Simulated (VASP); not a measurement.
Set up this calculation in VASP 6.6.1, as the native input.

- Task: single point
- Functional: PBE
- Potentials or basis: VASP PAW PBE potentials, release 64 (Sr_sv, O)
- Cutoff: 520 eV
- k mesh: 8 × 8 × 8
- Occupations: gaussian, width 0.05 eV
- Spin: no spin polarisation
- Dipole correction: no
- Further INCAR settings: ALGO = Normal; EDIFF = 1e-07; NBANDS = 15

The structure of SrO lies in POSCAR:

```
SrO
1.0
    0.0000000000      2.5973917585      2.4934960882
    2.5973917585      0.0000000000      2.4934960882
    2.5973917585      2.5973917585      0.0000000000
Sr O
1 1
Direct
    0.0000000000      0.0000000000      0.0000000000
    0.5000000000      0.5000000000      0.5000000000
```

This cell differs from its parent crystal: strain +0.000 along x and y, -0.040 along z.

One way to write it, as run:

INCAR

```
SYSTEM = SrO
ALGO = Normal ; EDIFF = 1E-7
ENCUT = 520 ; GGA = PE
ISIF = 2 ; ISMEAR = 0
LASPH = .TRUE. ; LCHARG = .FALSE.
LREAL = .FALSE. ; LWAVE = .FALSE.
NBANDS = 15 ; NELM = 100
PREC = Accurate ; SIGMA = 0.05
```

KPOINTS

```
k-points
0
G
  8 8 8
  0 0 0
```

Potentials or basis: VASP PAW PBE potentials, release 64 (Sr_sv, O).

Run with:

```sh
$ cat potpaw_PBE.64/Sr_sv/POTCAR potpaw_PBE.64/O/POTCAR > POTCAR
$ mpirun -np 1 vasp_std > vasp.out
```

It gave:

```
Pressure               : 4.8 GPa
Band gap on the k mesh : 3.05 eV, indirect (least direct gap 3.27 eV)
```

Caveat: the cell differs from its parent crystal (strain +0.000 along x and y, -0.040 along z).

It took 32 s on 1 thread of Intel Xeon 6975P-C (shared host), peak memory 0.18 GiB.
